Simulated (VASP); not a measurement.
# SnSe2 (P-3m1) in VASP: a series of runs

SnSe2 is run at these levels: r2SCAN; tasks: single point, relaxation of cell and atoms.

All numbers are computed with VASP 6.6.1; they aren't measurements. Logs are shortened: lines on timing, memory, paths and dates and some standing lists are left out, and cuts for length are marked.

### 1 The cell of the first run

Symmetry: P-3m1, No. 164, trigonal system. The conventional cell has a = 3.841 Å, b = 3.841 Å, c = 6.526 Å, α = 90.00°, β = 90.00°, γ = 120.00°. Within 3.6 Å of Sn (site symmetry -3m) lie 6 Se at 2.72 Å. Se (site symmetry 3m) has 3 Sn at 2.72 Å within 3.6 Å.

### 2 Single point, r2SCAN

Contents of POSCAR:

```
SnSe2
1.0
    3.8407286973      0.0000000000      0.0000000000
   -1.9203643487      3.3261686209      0.0000000000
    0.0000000000      0.0000000000      6.5263458823
Sn Se
1 2
Direct
    0.0000000000      0.0000000000      0.0000000000
    0.3333333333      0.6666666667      0.2411469477
    0.6666666667      0.3333333333      0.7588530523
```

Contents of INCAR.step1:

```
PREC = Accurate
ENCUT = 520
ISMEAR = 0
SIGMA = 0.01
LREAL = F
LASPH = T
NELM = 100
NBANDS = 20
GGA = PE
ALGO = Normal
EDIFF = 1E-4
LWAVE = T
LCHARG = F
```

Contents of INCAR.step2:

```
PREC = Accurate
ENCUT = 520
EDIFF = 1E-7
ISMEAR = 0
SIGMA = 0.01
LREAL = F
LASPH = T
NELM = 100
ALGO = Normal
ISIF = 2
LWAVE = F
LCHARG = T
METAGGA = R2SCAN
LMIXTAU = T
LELF = T
LVHAR = T
NBANDS = 20
ISTART = 1
```

Contents of KPOINTS:

```
Automatic mesh
0
Gamma
  9 9 4
```

Potentials or basis: VASP PAW PBE potentials, release 64 (Sn_d, Se).

The run is started by

```sh
cat potpaw_PBE.64/Sn_d/POTCAR potpaw_PBE.64/Se/POTCAR > POTCAR
cp INCAR.step1 INCAR
mpirun -np 1 vasp_std > vasp.out
cp INCAR.step2 INCAR
mpirun -np 1 vasp_std > vasp.out
```

OUTCAR:

```text
PREC = Accurate
   ENCUT = 520
   EDIFF = 1E-7
   ISMEAR = 0
   LREAL = F
   LASPH = T
   NELM = 100
   ISIF = 2
   METAGGA = R2SCAN
   ISTART = 1

 ion  position               nearest neighbor table
   1  0.000  0.000  0.000-   2 2.72   3 2.72   3 2.72   2 2.72   3 2.72   2 2.72
   2  0.333  0.667  0.241-   1 2.72   1 2.72   1 2.72
   3  0.667  0.333  0.759-   1 2.72   1 2.72   1 2.72

  LATTYP: Found a hexagonal cell.
 ALAT       =     3.8407286973
 C/A-ratio  =     1.6992467827

  Lattice vectors:

 A1 = (   3.8407286973,   0.0000000000,   0.0000000000)
 A2 = (  -1.9203643487,   3.3261686209,   0.0000000000)
 A3 = (   0.0000000000,   0.0000000000,   6.5263458823)

Analysis of symmetry for initial positions (statically):
=====================================================================
 Subroutine PRICEL returns:
 Original cell was already a primitive cell.

 Routine SETGRP: Setting up the symmetry group for a
 hexagonal supercell.

 Subroutine GETGRP returns: Found 12 space group operations
 (whereof 12 operations were pure point group operations)
 out of a pool of 24 trial point group operations.

The static configuration has the point symmetry D_3d.

Analysis of symmetry for dynamics (positions and initial velocities):
=====================================================================
 Subroutine PRICEL returns:
 Original cell was already a primitive cell.

 Routine SETGRP: Setting up the symmetry group for a
 hexagonal supercell.

 Subroutine GETGRP returns: Found 12 space group operations
 (whereof 12 operations were pure point group operations)
 out of a pool of 24 trial point group operations.

The dynamic configuration has the point symmetry D_3d.

 Subroutine INISYM returns: Found 12 space group operations
 (whereof 12 operations are pure point group operations),
 and found     1 'primitive' translations

----------------------------------------------------------------------------------------

                                     Primitive cell

  volume of cell :      83.3735

  direct lattice vectors                    reciprocal lattice vectors
     3.840728697  0.000000000  0.000000000     0.260367258  0.150323107  0.000000000
    -1.920364349  3.326168621  0.000000000     0.000000000  0.300646213  0.000000000
     0.000000000  0.000000000  6.526345882     0.000000000  0.000000000  0.153225100

  length of vectors
     3.840728697  3.840728697  6.526345882     0.300646213  0.300646213  0.153225100

  position of ions in fractional coordinates (direct lattice)
     0.000000000  0.000000000  0.000000000
     0.333333333  0.666666667  0.241146948
     0.666666667  0.333333333  0.758853052

  ion indices of the primitive-cell ions
   primitive index   ion index
                 1           1
                 2           2
                 3           3

----------------------------------------------------------------------------------------

 KPOINTS: Automatic mesh

Automatic generation of k-mesh.
 Grid dimensions read from file:
 generate k-points for:    9    9    4

 Generating k-lattice:

  Cartesian coordinates                     Fractional coordinates (reciprocal lattice)
     0.028929695  0.016702567  0.000000000     0.111111111 -0.000000000  0.000000000
     0.000000000  0.033405135  0.000000000     0.000000000  0.111111111  0.000000000
     0.000000000  0.000000000  0.038306275     0.000000000  0.000000000  0.250000000

  Length of vectors
     0.033405135  0.033405135  0.038306275

  Shift w.r.t. Gamma in fractional coordinates (k-lattice)
     0.000000000  0.000000000  0.000000000

 Subroutine IBZKPT returns following result:
 ===========================================

 Found     43 irreducible k-points:

 Following reciprocal coordinates:
            Coordinates               Weight
  0.000000  0.000000  0.000000      1.000000
  0.111111 -0.000000  0.000000      6.000000
  0.222222  0.000000  0.000000      6.000000
  0.333333 -0.000000  0.000000      6.000000
  0.444444  0.000000  0.000000      6.000000
  0.111111  0.111111  0.000000      6.000000
[... 16 lines left out ...]
  0.222222  0.111111  0.250000     12.000000
 -0.111111  0.333333  0.250000     12.000000
 [... further k-points ...]
   k-points           NKPTS =     43   k-points in BZ     NKDIM =     43   number of bands    NBANDS=     20
   number of dos      NEDOS =    301   number of ions     NIONS =      3
   total plane-waves  NPLWV =  45000
   dimension x,y,z NGX =    30 NGY =   30 NGZ =   50
   dimension x,y,z NGXF=    60 NGYF=   60 NGZF=  100
   ions per type =               1   2
   NGX,Y,Z   is equivalent  to a cutoff of  12.99, 12.99, 12.74 a.u.
   NGXF,Y,Z  is equivalent  to a cutoff of  25.97, 25.97, 25.47 a.u.
 SYSTEM =  unknown system
   PREC   = accura    normal or accurate (medium, high low for compatibility)
   ISTART =      1    job   : 0-new  1-cont  2-samecut
   ICHARG =      0    charge: 1-file 2-atom 10-const
   ISPIN  =      1    spin polarized calculation?
   LNONCOLLINEAR =      F non collinear calculations
   LSORBIT =      F    spin-orbit coupling
   LASPH  =      T    aspherical Exc in radial PAW
   ENCUT  =  520.0 eV  38.22 Ry    6.18 a.u.   7.14  7.14 12.13*2*pi/ulx,y,z
   NELM   =    100;   NELMIN=  2; NELMDL=  0     # of ELM steps
   EDIFF  = 0.1E-06   stopping-criterion for ELM
   LREAL  =      F    real-space projection
   EDIFFG = 0.1E-05   stopping-criterion for IOM
   NSW    =      0    number of steps for IOM
   IBRION =     -1    ionic relax: 0-MD 1-quasi-New 2-CG
   NFREE  =      0    steps in history (QN), initial steepest desc. (CG)
   ISIF   =      2    stress and relaxation
   ISYM   =      2    0-nonsym 1-usesym 2-fastsym
   POTIM  = 0.5000    time-step for ionic-motion
   TEBEG  =    0.0;   TEEND  =   0.0 temperature during run
   PSTRESS=    0.0 pullay stress
   NELECT =      26.0000    total number of electrons
   NUPDOWN=      -1.0000    fix difference up-down
   EMIN   =  10.00;   EMAX   =-10.00  energy-range for DOS
   EFERMI =   0.00;   METHOD = LEGACY
   ISMEAR =     0;   SIGMA  =   0.01  broadening in eV -4-tet -1-fermi 0-gaus
   EFERMI_NEDOS =   21; number of points for ismear=-14 and -15
   IALGO  =     38    algorithm
   IMIX   =      4    mixing-type and parameters
     AMIX     =   0.40;   BMIX     =  1.00
     AMIX_MAG =   1.60;   BMIX_MAG =  1.00
  volume/ion in A,a.u.               =      27.79       187.54
  Fermi-wavevector in a.u.,A,eV,Ry     =   1.110171  2.097919 16.768909  1.232480
  Thomas-Fermi vector in A             =   2.246720
   LORBIT       =      0    0 simple, 1 ext, 2 COOP (PROOUT), +10 PAW based schemes
   METAGGA = R2SCAN    functional components
   LHFCALC =     F    Hartree Fock is set to
   AEXX    =    0.0000 exact exchange contribution
   IVDW    =     0    specifies the selected vdW correction
   LEPSILON=     F    determine dielectric tensor
   LRPA    =     F    only Hartree local field effects (RPA)
 non-spin polarized calculation
 Gauss-broadening in eV      SIGMA  =   0.01
  energy-cutoff  :      520.00
  volume of cell :       83.37
 maximum number of plane-waves:      2274
 NGX is ok and might be reduce to    30
   NGX = 15   NGY = 15   NGZ = 25

 number of electron      25.9999988 magnetization

 Free energy of the ion-electron system (eV)
  ---------------------------------------------------
  ext. energy  EPLUGINS =         0.00000000
  ---------------------------------------------------
  free energy    TOTEN  =       -54.63880824 eV

  energy without entropy =      -54.63880824  energy(sigma->0) =      -54.63880824

 E-fermi :   3.1280     XC(G=0):  -9.5845

 val. band max:        3.0121182163   @ k =   0.1111  -0.0000   0.2500
 cond. band min:       4.1039427512   @ k =   0.0000   0.4444   0.2500
 fundamental gap:      1.0918245348
 Fermi energy:         3.1279828585

 k-point     1 :       0.0000    0.0000    0.0000
  band No.  band energies     occupation
      1     -18.7830      2.00000
      2     -18.7830      2.00000
      3     -18.7283      2.00000
      4     -18.7211      2.00000
      5     -18.7211      2.00000
      6     -11.0640      2.00000
[... 12 lines left out ...]
     19      12.5748      0.00000
     20      12.5748      0.00000

 k-point     2 :       0.1111   -0.0000    0.0000
  band No.  band energies     occupation
      1     -18.7889      2.00000
      2     -18.7791      2.00000
      3     -18.7257      2.00000
      4     -18.7229      2.00000
      5     -18.7201      2.00000
      6     -10.9420      2.00000
[... 12 lines left out ...]
     19      11.8684      0.00000
     20      12.7718      0.00000

 k-point     3 :       0.2222    0.0000    0.0000
  band No.  band energies     occupation
      1     -18.8054      2.00000
      2     -18.7711      2.00000
      3     -18.7305      2.00000
      4     -18.7159      2.00000
      5     -18.7148      2.00000
      6     -10.5922      2.00000
[... 12 lines left out ...]
     19      11.9503      0.00000
     20      12.7928      0.00000

 k-point     4 :       0.3333   -0.0000    0.0000
  band No.  band energies     occupation
      1     -18.8252      2.00000
      2     -18.7653      2.00000
      3     -18.7367      2.00000
      4     -18.7079      2.00000
      5     -18.7036      2.00000
      6     -10.0789      2.00000
[... 12 lines left out ...]
     19      12.5414      0.00000
     20      13.0611      0.00000

 k-point     5 :       0.4444    0.0000    0.0000
  band No.  band energies     occupation
      1     -18.8385      2.00000
      2     -18.7632      2.00000
      3     -18.7405      2.00000
      4     -18.7008      2.00000
      5     -18.6962      2.00000
      6      -9.5797      2.00000
[... 12 lines left out ...]
     19      13.0599      0.00000
     20      13.8227      0.00000

 k-point     6 :       0.1111    0.1111    0.0000
  band No.  band energies     occupation
      1     -18.7987      2.00000
      2     -18.7749      2.00000
      3     -18.7269      2.00000
      4     -18.7220      2.00000
      5     -18.7149      2.00000
      6     -10.7056      2.00000
[... 12 lines left out ...]
     19      11.5409      0.00000
     20      12.7876      0.00000

 k-point     7 :       0.2222    0.1111    0.0000
  band No.  band energies     occupation
      1     -18.8142      2.00000
      2     -18.7711      2.00000
      3     -18.7317      2.00000
      4     -18.7167      2.00000
      5     -18.7047      2.00000
      6     -10.2695      2.00000
[... 12 lines left out ...]
     19      11.3735      0.00000
     20      13.0997      0.00000
[... 277 lines left out ...]
 k-point    20 :       0.4444    0.0000    0.2500
  band No.  band energies     occupation
      1     -18.8385      2.00000
      2     -18.7632      2.00000
      3     -18.7405      2.00000
      4     -18.7008      2.00000
      5     -18.6962      2.00000
      6      -9.5496      2.00000
[... 12 lines left out ...]
     19      13.1843      0.00000
     20      14.5157      0.00000

 k-point    21 :       0.0000    0.4444    0.2500
  band No.  band energies     occupation
      1     -18.8386      2.00000
      2     -18.7632      2.00000
      3     -18.7405      2.00000
      4     -18.7008      2.00000
      5     -18.6962      2.00000
      6      -9.5508      2.00000
[... 12 lines left out ...]
     19      12.5061      0.00000
     20      14.3129      0.00000

 k-point    22 :       0.1111    0.1111    0.2500
  band No.  band energies     occupation
      1     -18.7987      2.00000
      2     -18.7749      2.00000
      3     -18.7269      2.00000
      4     -18.7220      2.00000
      5     -18.7149      2.00000
      6     -10.6587      2.00000
[... 12 lines left out ...]
     19      11.7581      0.00000
     20      12.3584      0.00000

 k-point    23 :       0.2222    0.1111    0.2500
  band No.  band energies     occupation
      1     -18.8143      2.00000
      2     -18.7711      2.00000
      3     -18.7317      2.00000
      4     -18.7167      2.00000
      5     -18.7047      2.00000
      6     -10.2265      2.00000
[... 12 lines left out ...]
     19      11.9454      0.00000
     20      12.9020      0.00000

 k-point    24 :      -0.1111    0.3333    0.2500
  band No.  band energies     occupation
      1     -18.8143      2.00000
      2     -18.7711      2.00000
      3     -18.7317      2.00000
      4     -18.7167      2.00000
      5     -18.7046      2.00000
      6     -10.2263      2.00000
[... 12 lines left out ...]
     19      11.2705      0.00000
     20      12.6378      0.00000

 [... further k-points ...]
[... 5 lines left out ...]
  --------------------------------------------------------------------------------------
  -------------------------------------------------------------------------------------
  Total        0.0247526      0.0247526      0.0262374     -0.0000000      0.0000000     -0.0000000
  in kB        0.4756684      0.4756684      0.5042000     -0.0000000      0.0000000     -0.0000000
  external PRESSURE =       0.4851789 kB  Pullay stress =       0.0000000 kB

 VOLUME and BASIS-vectors are now :
 -----------------------------------------------------------------------------
  energy-cutoff  :      520.00
  volume of cell :       83.37
      direct lattice vectors                 reciprocal lattice vectors
     3.840728697  0.000000000  0.000000000     0.260367258  0.150323107  0.000000000
    -1.920364349  3.326168621  0.000000000     0.000000000  0.300646213  0.000000000
     0.000000000  0.000000000  6.526345882     0.000000000  0.000000000  0.153225100

 POSITION                                       TOTAL-FORCE (eV/Angst)
 -----------------------------------------------------------------------------------
      0.00000      0.00000      0.00000        -0.000000      0.000000      0.000000
     -0.00000      2.21745      1.57381         0.000000     -0.000000      0.012442
      1.92036      1.10872      4.95254        -0.000000      0.000000     -0.012442
 -----------------------------------------------------------------------------------
    total drift:                                0.000000     -0.000000      0.000000

  FREE ENERGIE OF THE ION-ELECTRON SYSTEM (eV)
  ---------------------------------------------------
  free  energy   TOTEN  =       -54.6388082445 eV

  energy  without entropy=      -54.6388082445  energy(sigma->0) =      -54.63880824
```

Wall time 2.8 min (1 thread of Intel Xeon 6975P-C (Granite Rapids), shared host); peak memory 0.23 GiB.

Results:

```
Free energy            : -54.6388 eV
Pressure               : 0.0 GPa
Largest force          : 0.012 eV/Å
Band gap on the k mesh : 1.09 eV, indirect (least direct gap 1.46 eV)
```

Forces on the atoms (eV/Å):
```
Sn   0.000  0.000  0.000
Se   0.000  0.000  0.012
Se   0.000  0.000 -0.012
```

Caveat: the PAW data sets were made with another functional, which shifts forces and pressure a little; spin-orbit coupling is left out, which moves the levels of the heavy elements.

(Part 1 of 2 ends here.)
